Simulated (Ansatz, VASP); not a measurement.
## One calculation of Al, two programs

The input INCAR:

```
SYSTEM = Al
PREC = Accurate
ENCUT = 520
EDIFF = 1E-6
ISMEAR = 0
SIGMA = 0.15
LREAL = .False.
LASPH = .True.
NELM = 80
ALGO = Fast
ISIF = 2
LWAVE = .False.
LCHARG = .False.
GGA = PS
IVDW = 12
NBANDS = 8
```

The input KPOINTS:

```
Automatic mesh
0
Gamma
  22 22 22
  0 0 0
```

File POSCAR:

```
Al
1.0
    0.0000000000      1.8032519626      2.5497982752
    1.8032519626      0.0000000000      2.5497982752
    1.8032519626      1.8032519626      0.0000000000
Al
1
Direct
    0.0000000000      0.0000000000      0.0000000000
```

Input for Ansatz:

```yaml
crystal:
  lattice:
    - [0.0, 1.8032519626, 2.5497982752]
    - [1.8032519626, 0.0, 2.5497982752]
    - [1.8032519626, 1.8032519626, 0.0]
  atoms:
    - { symbol: Al, position: [0.0, 0.0, 0.0] }
basis:
  ecutwfc: 420
kpoints:
  mp_grid: { grid: [22, 22, 22] }
hamiltonian:
  xc: pbesol
  dispersion: d3bj
scf:
  occupations: { method: gaussian, width: 0.15 }
output:
  forces: true
  stress: true
  eigenvalues: true
```

Alike in both runs: task single point; functional PBEsol; dispersion D3(BJ); k mesh 22 × 22 × 22; occupations gaussian, width 0.15 eV; no spin polarisation.

|  | VASP | Ansatz |
| --- | --- | --- |
| version | VASP 6.6.1 | Ansatz 0.2.0 |
| potentials or method | VASP PAW PBE potentials, release 64 (Al), cutoff 520 eV | scalar-relativistic, plane waves, PAW |
| valence electrons in the cell | 3 | 3 |

```csv
,VASP,Ansatz,Ansatz less VASP
gap on the k mesh at the Fermi level (eV),none,none,-
pressure (GPa),4.4,4.3,-0.11
"traceless stress, the component that is largest in VASP (GPa)",-19.45,-19.37,+0.085
```

VASP's potentials were made for PBE, not for PBEsol. A gap of «none» marks a metal or a gap that the smearing closes.
